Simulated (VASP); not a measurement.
Write the native input for VASP 6.6.1 that does the following.

```yaml
Task: single point
Functional: PBEsol
Potentials_or_basis: VASP PAW PBE potentials, release 64 (Li_sv, F)
Cutoff: 520 eV
k_mesh: 9 × 9 × 6
Occupations: gaussian, width 0.02 eV
Spin: no spin polarisation
Dipole_correction: no
Further_INCAR_settings: ALGO = Normal; EDIFF = 1e-07; NBANDS = 18
```

The structure of LiF lies in POSCAR:

```
LiF
1.0
    3.0270246043      0.0000000000      0.0000000000
   -1.5135123021      2.6214802052      0.0000000000
    0.0000000000      0.0000000000      4.6819495452
Li F
2 2
Direct
    0.3333333300      0.6666666700      0.3686733053
    0.6666666700      0.3333333300      0.8686733053
    0.3333333300      0.6666666700      1.0063246947
    0.6666666700      0.3333333300      0.5063246947
```

This cell differs from its parent crystal: strained and its atoms moved.

These files were run (other wordings do the same):

INCAR

```
SYSTEM = LiF
PREC = Accurate ; ENCUT = 520
EDIFF = 1E-7 ; ISMEAR = 0
SIGMA = 0.02 ; LREAL = .False.
LASPH = .True. ; NELM = 60
ALGO = Normal ; ISIF = 2
LWAVE = .False. ; LCHARG = .False.
GGA = PS ; NBANDS = 18
```

KPOINTS

```
Automatic mesh
0
Gamma
  9 9 6
  0 0 0
```

Potentials or basis: VASP PAW PBE potentials, release 64 (Li_sv, F).

Command:

```sh
$ cat potpaw_PBE.64/Li_sv/POTCAR potpaw_PBE.64/F/POTCAR > POTCAR
$ mpirun -np 1 vasp_std > vasp.out
```

Results of the run:

| Quantity | Value |
| --- | --- |
| Largest force | 0.834 eV/Å |
| Band gap on the k mesh | 8.08 eV, direct |

Caveat: the cell differs from its parent crystal (strained and its atoms moved); the PAW data sets were made with another functional, which shifts forces and pressure a little.

It took 23 s on 1 thread of Intel(R) Xeon(R) Platinum 8488C (Sapphire Rapids), with other jobs on the host, peak memory 0.16 GiB.
